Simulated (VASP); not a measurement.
# ZnS (P6_3mc) in VASP: further runs, part 2 of 2

VASP 6.6.1. Earlier steps stand in the parts before.

## 3. Electric field gradients, r2SCAN

The input, POSCAR:

```
ZnS
1.0
    3.8200000000      0.0000000000      0.0000000000
   -1.9100000000      3.3082170425      0.0000000000
    0.0000000000      0.0000000000     24.9600000000
Zn S
8 8
Direct
    0.0000000000      0.0000000000      0.0000026565
    0.0000000000      0.0000000000      0.5000026565
    0.3333333333      0.6666666667      0.1249281714
    0.6666666667      0.3333333333      0.6249281714
    0.3333333333      0.6666666667      0.3750898983
    0.6666666667      0.3333333333      0.8750898983
    0.3333333333      0.6666666667      0.7500146008
    0.6666666667      0.3333333333      0.2500146008
    0.0000000000      0.0000000000      0.0937606622
    0.0000000000      0.0000000000      0.5937606622
    0.3333333333      0.6666666667      0.2186851918
    0.6666666667      0.3333333333      0.7186851918
    0.3333333333      0.6666666667      0.4688335998
    0.6666666667      0.3333333333      0.9688335998
    0.3333333333      0.6666666667      0.8438852191
    0.6666666667      0.3333333333      0.3438852191
```

The input, INCAR.step1:

```
PREC = Accurate
ENCUT = 520
ISMEAR = -1
SIGMA = 0.02
LREAL = Auto
LASPH = T
NELM = 60
NBANDS = 86
GGA = PE
ALGO = Normal
EDIFF = 1E-4
LWAVE = T
LCHARG = F
```

The input, INCAR.step2:

```
PREC = Accurate
ENCUT = 520
EDIFF = 1E-8
ISMEAR = -1
SIGMA = 0.02
LREAL = Auto
LASPH = T
NELM = 60
ALGO = Normal
ISIF = 2
LWAVE = F
LCHARG = F
METAGGA = R2SCAN
LMIXTAU = T
LEFG = T
NBANDS = 86
ISTART = 1
```

The input, KPOINTS:

```
Automatic mesh
0
Gamma
  8 8 2
```

Potentials or basis: VASP PAW PBE potentials, release 64 (Zn, S).

The run is started by

```sh
> cat potpaw_PBE.64/Zn/POTCAR potpaw_PBE.64/S/POTCAR > POTCAR
> cp INCAR.step1 INCAR
> mpirun -np 1 vasp_std > vasp.out
> cp INCAR.step2 INCAR
> mpirun -np 1 vasp_std > vasp.out
```

OUTCAR:

```text
PREC = Accurate
   ENCUT = 520
   EDIFF = 1E-8
   ISMEAR = -1
   LREAL = Auto
   LASPH = T
   NELM = 60
   ISIF = 2
   METAGGA = R2SCAN
   ISTART = 1

 ion  position               nearest neighbor table
   1  0.000  0.000  0.000-  14 2.34  14 2.34  14 2.34   9 2.34
   2  0.000  0.000  0.500-  13 2.34  13 2.34  13 2.34  10 2.34
   3  0.333  0.667  0.125-   9 2.34   9 2.34   9 2.34  11 2.34
   4  0.667  0.333  0.625-  10 2.34  10 2.34  10 2.34  12 2.34
   5  0.333  0.667  0.375-  16 2.34  16 2.34  16 2.34  13 2.34
   6  0.667  0.333  0.875-  15 2.34  15 2.34  15 2.34  14 2.34
[... 8 lines left out ...]
  15  0.333  0.667  0.844-   6 2.34   6 2.34   6 2.34   7 2.34
  16  0.667  0.333  0.344-   5 2.34   5 2.34   5 2.34   8 2.34

  LATTYP: Found a hexagonal cell.
 ALAT       =     3.8200000000
 C/A-ratio  =     6.5340314136

  Lattice vectors:

 A1 = (   3.8200000000,   0.0000000000,   0.0000000000)
 A2 = (  -1.9100000000,   3.3082170425,   0.0000000000)
 A3 = (   0.0000000000,   0.0000000000,  24.9600000000)

Analysis of symmetry for initial positions (statically):
=====================================================================
[... 1986 lines left out ...]
  free  energy   TOTEN  =      -150.9255691069 eV

  energy  without entropy=     -150.9255691069  energy(sigma->0) =     -150.92556911

 Electric field gradients (V/A^2)
---------------------------------------------------------------------
 ion       V_xx      V_yy      V_zz      V_xy      V_xz      V_yz
---------------------------------------------------------------------
   1      -0.222    -0.220     0.443     0.002     0.000    -0.000
   2      -0.222    -0.220     0.443     0.002    -0.000     0.000
   3      -0.308    -0.302     0.609     0.005     0.000    -0.000
   4      -0.308    -0.302     0.609     0.005    -0.000     0.000
   5      -0.413    -0.407     0.821     0.005    -0.000     0.000
   6      -0.413    -0.407     0.821     0.005     0.000    -0.000
[... 8 lines left out ...]
  15      -0.818    -0.818     1.636    -0.000     0.000    -0.000
  16      -0.818    -0.818     1.636    -0.000    -0.000     0.000
---------------------------------------------------------------------

 Electric field gradients after diagonalization (V/A^2)
 (convention: |V_zz| > |V_xx| > |V_yy|)
----------------------------------------------------------------------
 ion       V_xx      V_yy      V_zz     asymmetry (V_yy - V_xx)/ V_zz
----------------------------------------------------------------------
   1      -0.223    -0.219     0.443       0.009
   2      -0.223    -0.219     0.443       0.009
   3      -0.311    -0.298     0.609       0.021
   4      -0.311    -0.298     0.609       0.021
   5      -0.417    -0.404     0.821       0.015
   6      -0.417    -0.404     0.821       0.015
[... 8 lines left out ...]
  15      -0.818    -0.817     1.636       0.001
  16      -0.818    -0.817     1.636       0.001
----------------------------------------------------------------------

           NMR quadrupolar parameters

 Cq : quadrupolar parameter    Cq=e*Q*V_zz/h
 eta: asymmetry parameters     (V_yy - V_xx)/ V_zz
 Q  : nuclear electric quadrupole moment in mb (millibarn)
----------------------------------------------------------------------
 ion       Cq(MHz)       eta       Q (mb)
----------------------------------------------------------------------
   1       0.001       0.009       1.000
   2       0.001       0.009       1.000
   3       0.001       0.021       1.000
   4       0.001       0.021       1.000
   5       0.002       0.015       1.000
   6       0.002       0.015       1.000
[... 8 lines left out ...]
  15       0.004       0.001       1.000
  16       0.004       0.001       1.000
----------------------------------------------------------------------
```

OSZICAR.step1:

```text
N       E                     dE             d eps       ncg     rms          rms(c)
DAV:   1     0.135394446648E+04    0.13539E+04   -0.64368E+04  3440   0.202E+03
DAV:   2     0.180646020240E+03   -0.11733E+04   -0.11273E+04  3440   0.503E+02
DAV:   3    -0.418761851927E+02   -0.22252E+03   -0.21517E+03  3748   0.186E+02
DAV:   4    -0.578000851428E+02   -0.15924E+02   -0.15798E+02  3958   0.504E+01
DAV:   5    -0.581753258632E+02   -0.37524E+00   -0.37408E+00  3912   0.785E+00    0.198E+01
DAV:   6    -0.546299751207E+02    0.35454E+01   -0.71086E+00  5082   0.441E+01    0.150E+01
DAV:   7    -0.551303727665E+02   -0.50040E+00   -0.13403E+01  3952   0.103E+01    0.535E+00
DAV:   8    -0.548003788776E+02    0.32999E+00   -0.11302E+00  4258   0.748E+00    0.212E+00
DAV:   9    -0.547687854829E+02    0.31593E-01   -0.39836E-01  4360   0.403E+00    0.622E-01
DAV:  10    -0.547683429770E+02    0.44251E-03   -0.19945E-02  4226   0.187E+00    0.511E-01
DAV:  11    -0.547686605644E+02   -0.31759E-03   -0.31383E-03  3984   0.252E-01    0.490E-01
DAV:  12    -0.547719457899E+02   -0.32852E-02   -0.88988E-03  4242   0.936E-01    0.300E-01
DAV:  13    -0.547699600668E+02    0.19857E-02   -0.40966E-03  4320   0.636E-01    0.309E-01
DAV:  14    -0.547695990383E+02    0.36103E-03   -0.11021E-03  3672   0.265E-01    0.162E-01
DAV:  15    -0.547696263687E+02   -0.27330E-04   -0.23498E-04  2248   0.812E-02
   1 F= -.54769626E+02 E0= -.54769626E+02  d E =-.134213E-10
```

Wall time 89 min (1 thread of Oxide Virtual Turin-like, shared host); peak memory 0.59 GiB.

What came out:

* Free energy: -150.9256 eV
* Pressure: -0.5 GPa
* Largest force: 0.010 eV/Å
* Band gap on the k mesh: 2.70 eV
* Largest electric field gradient by atom: Zn +0.4, +0.6, +0.8, -0.4 (each value once); S -0.2, +0.4, -0.1, +1.6 (each value once) V/Å²

Forces in eV/Å, atoms in the order of the input:
```
Zn   0.000  0.000 -0.009
Zn   0.000  0.000 -0.009
Zn   0.000  0.000 -0.004
Zn   0.000  0.000 -0.004
Zn   0.000  0.000  0.008
Zn   0.000  0.000  0.008
Zn   0.000  0.000  0.002
Zn   0.000  0.000  0.002
S    0.000  0.000  0.000
S    0.000  0.000  0.000
S    0.000  0.000 -0.004
S    0.000  0.000 -0.004
S    0.000  0.000 -0.003
S    0.000  0.000 -0.003
S    0.000  0.000  0.010
S    0.000  0.000  0.010
```

Electric field gradients, principal values (V/Å²):
```csv
atom,least,middle,greatest (by size)
1 Zn,-0.219,-0.223,0.443
2 Zn,-0.219,-0.223,0.443
3 Zn,-0.298,-0.311,0.609
4 Zn,-0.298,-0.311,0.609
5 Zn,-0.404,-0.417,0.821
6 Zn,-0.404,-0.417,0.821
7 Zn,0.216,0.228,-0.444
8 Zn,0.216,0.228,-0.444
9 S,0.092,0.092,-0.184
10 S,0.092,0.092,-0.184
11 S,-0.209,-0.210,0.418
12 S,-0.209,-0.210,0.418
13 S,0.060,0.062,-0.122
14 S,0.060,0.062,-0.122
15 S,-0.817,-0.818,1.636
16 S,-0.817,-0.818,1.636
```

Caveat: without QUAD_EFG the Cq values of the log hold for a quadrupole moment of 1 mb, not for the nuclei; the PAW data sets were made with another functional, which shifts forces and pressure a little. A k mesh can miss the band edges.
